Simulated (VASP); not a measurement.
Here is a VASP 6.6.1 calculation.

The input INCAR:

```
SYSTEM = LiTaO2
ALGO = Normal
EDIFF = 1E-7
ENCUT = 520
GGA = PE
ISIF = 2
ISMEAR = 0
LASPH = .True.
LCHARG = .False.
LREAL = .False.
LWAVE = .False.
NBANDS = 21
NELM = 80
PREC = Accurate
SIGMA = 0.1
```

KPOINTS

```
k-points
0
Gamma
  6 6 6
  0 0 0
```

Contents of POSCAR:

```
LiTaO2
1.0
    1.9660896400     -3.7071260000      0.0000000000
    1.9660896400      3.7071260000      0.0000000000
    0.0000000000      0.0000000000      3.5847005100
Li Ta O
1 1 2
Direct
    0.0000000000      0.0000000000      0.0000000000
    0.5000000000      0.5000000000      0.0000000000
    0.7947657500      0.2052342500      0.0000000000
    0.2052342500      0.7947657500      0.0000000000
```

Potentials or basis: VASP PAW PBE potentials, release 64 (Li_sv, Ta_pv, O).

Command:

```console
$ cat potpaw_PBE.64/Li_sv/POTCAR potpaw_PBE.64/Ta_pv/POTCAR potpaw_PBE.64/O/POTCAR > POTCAR
$ mpirun -np 1 vasp_std > vasp.out
```

**Question.** Estimate the band gap on the k mesh.

**Answer.** Zero (band 13 reaches 2.98 eV, above the bottom of band 14 at 2.89 eV).

**Question.** Predict the largest force.

**Answer.** 0.259 eV/Å.

Forces on the atoms (eV/Å):
```
Li   0.000  0.000  0.000
Ta   0.000  0.000  0.000
O    0.000  0.259  0.000
O    0.000 -0.259  0.000
```

Caveat: spin-orbit coupling is left out, which moves the levels of the heavy elements.
